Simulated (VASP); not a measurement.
Wanted: the native input for a VASP 6.6.1 run.

* Task: single point
* Functional: r2SCAN
* Dispersion: D3(BJ)
* Potentials or basis: VASP PAW PBE potentials, release 64 (Sn_d, O)
* Cutoff: 520 eV
* k mesh: 6 × 6 × 4
* Occupations: gaussian, width 0.1 eV
* Spin: no spin polarisation
* Dipole correction: no
* Further INCAR settings: ALGO = Normal; EDIFF = 1e-07; NBANDS = 28

Crystal: SnO (Romarchite).

```
Sn O
1.0
     3.79860    0.00000    0.00000
     0.00000    3.79860    0.00000
     0.00000    0.00000    4.84080
Sn O
2 2
Direct
  0.50000 0.00000 0.23690
  0.00000 0.50000 0.76310
  0.00000 0.00000 0.00000
  0.50000 0.50000 0.00000
```

The input as run:

POSCAR

```
SnO
1.0
    3.7986000000      0.0000000000      0.0000000000
    0.0000000000      3.7986000000      0.0000000000
    0.0000000000      0.0000000000      4.8408000000
Sn O
2 2
Direct
    0.5000000000      0.0000000000      0.2369000000
    0.0000000000      0.5000000000      0.7631000000
    0.0000000000      0.0000000000      0.0000000000
    0.5000000000      0.5000000000      0.0000000000
```

INCAR.step1

```
SYSTEM = SnO
ALGO = Normal
EDIFF = 1E-4
ENCUT = 520
GGA = PE
ISMEAR = 0
LASPH = .TRUE.
LCHARG = .FALSE.
LREAL = .FALSE.
LWAVE = .TRUE.
NBANDS = 28
NELM = 60
PREC = Accurate
SIGMA = 0.1
```

INCAR.step2

```
SYSTEM = SnO
ALGO = Normal
EDIFF = 1E-7
ENCUT = 520
ISIF = 2
ISMEAR = 0
ISTART = 1
IVDW = 12
LASPH = .TRUE.
LCHARG = .TRUE.
LELF = .TRUE.
LMIXTAU = .TRUE.
LREAL = .FALSE.
LVHAR = .TRUE.
LWAVE = .FALSE.
METAGGA = R2SCAN
NBANDS = 28
NELM = 60
PREC = Accurate
SIGMA = 0.1
VDW_A1 = 0.49484001
VDW_A2 = 5.73083694
VDW_S6 = 1.0
VDW_S8 = 0.78981345
```

KPOINTS

```
k-points
0
G
  6 6 4
  0 0 0
```

Potentials or basis: VASP PAW PBE potentials, release 64 (Sn_d, O).

The run is started by

```sh
$ cat potpaw_PBE.64/Sn_d/POTCAR potpaw_PBE.64/O/POTCAR > POTCAR
$ cp INCAR.step1 INCAR
$ mpirun -np 1 vasp_std > vasp.out
$ cp INCAR.step2 INCAR
$ mpirun -np 1 vasp_std > vasp.out
```

Results of the run:

| Property | Result |
| --- | --- |
| Pressure | 0.2 GPa |
| Largest force | 0.152 eV/Å |
| Band gap on the k mesh | 0.18 eV, indirect (least direct gap 2.31 eV) |
| Dispersion energy per atom | -0.111 eV |

Caveat: the PAW data sets were made with another functional, which shifts forces and pressure a little; spin-orbit coupling is left out, which moves the levels of the heavy elements.

It took 2.4 min on 1 thread of AMD EPYC 7R13 Processor (Zen 3), with other jobs on the host, peak memory 0.18 GiB.
